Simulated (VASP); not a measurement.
Set up this calculation in VASP 6.6.1, as the native input.

- Task: single point
- Functional: PBEsol
- Potentials or basis: VASP PAW PBE potentials, release 64 (Li_sv)
- Cutoff: 520 eV
- k mesh: 12 × 12 × 12
- Occupations: fermi-dirac, width 0.1 eV
- Spin: no spin polarisation
- Dipole correction: no
- Further INCAR settings: ALGO = Normal; EDIFF = 1e-06; NBANDS = 10

The structure of Li lies in POSCAR:

```
Li
1.0
    0.0000000000      1.9211291198      1.9211291198
    1.9211291198      0.0000000000      1.9211291198
    1.9211291198      1.9211291198      0.0000000000
Li
2
Direct
    0.0000000000      0.0000000000      0.0000000000
    0.2500000000      0.2500000000      0.2500000000
```

This isn't the form of Li at room conditions, which is bcc.

The input as run:

INCAR

```
SYSTEM = Li
PREC     = Accurate       ! precision mode
ENCUT    = 520            ! plane-wave cutoff, eV
EDIFF    = 1E-6           ! SCF threshold, eV
ISMEAR   = -1             ! smearing method
SIGMA    = 0.1            ! smearing width, eV
LREAL    = .FALSE.        ! projectors in reciprocal space
LASPH    = .TRUE.         ! aspherical terms in the spheres
NELM     = 100            ! most SCF steps
ALGO     = Normal         ! electronic algorithm
ISIF     = 2              ! what is computed and relaxed
LWAVE    = .FALSE.        ! write WAVECAR
LCHARG   = .FALSE.        ! write CHGCAR
GGA      = PS             ! functional
NBANDS   = 10             ! bands
```

KPOINTS

```
Automatic mesh
0
G
  12 12 12
  0 0 0
```

Potentials or basis: VASP PAW PBE potentials, release 64 (Li_sv).

Command:

```bash
$ cat potpaw_PBE.64/Li_sv/POTCAR > POTCAR
$ mpirun -np 1 vasp_std > vasp.out
```

Results of the run:

```
Band gap on the k mesh : zero (bands 3 and 4 overlap by 0.78 eV)
```

Caveat: atoms lie so close that the PAW spheres overlap strongly, which falsifies energies and pressures.

It took 6.3 s on 1 thread of AMD EPYC 7R13 Processor (Zen 3), on a shared host, peak memory 0.09 GiB.
